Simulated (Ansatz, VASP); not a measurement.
KCl in VASP and in Ansatz

```
K Cl
1.0
     3.86462    0.00000    0.00000
     0.00000    3.86462    0.00000
     0.00000    0.00000    3.86462
K Cl
1 1
Cartesian
  0.0000 0.0000 0.0000
  1.9323 1.9323 1.9323
```

Change from the starting cell: volume scaled by 1.02.

Alike in both runs: task single point; functional LDA; k mesh 7 × 7 × 7; occupations fermi-dirac, width 0.05 eV; no spin polarisation.

```csv
,VASP,Ansatz
version,VASP 6.6.1,Ansatz 0.2.0
potentials or method,"VASP PAW LDA potentials, release 64 (K_sv, Cl), cutoff 520 eV","all-electron LAPW, scalar-relativistic"
```

Ansatz gave:

- gap on the k mesh at the Fermi level (eV): 4.31
- least direct gap on the mesh (eV): 4.49
- pressure (GPa): -3.4

What did VASP give for the same quantities?

gap on the k mesh at the Fermi level (eV): 4.31; least direct gap on the mesh (eV): 4.50; pressure (GPa): -3.3.

LDA's correlation is that of Perdew and Zunger in VASP and of Perdew and Wang (1992) in Ansatz. Ansatz ran all-electron here, and VASP with PAW potentials.
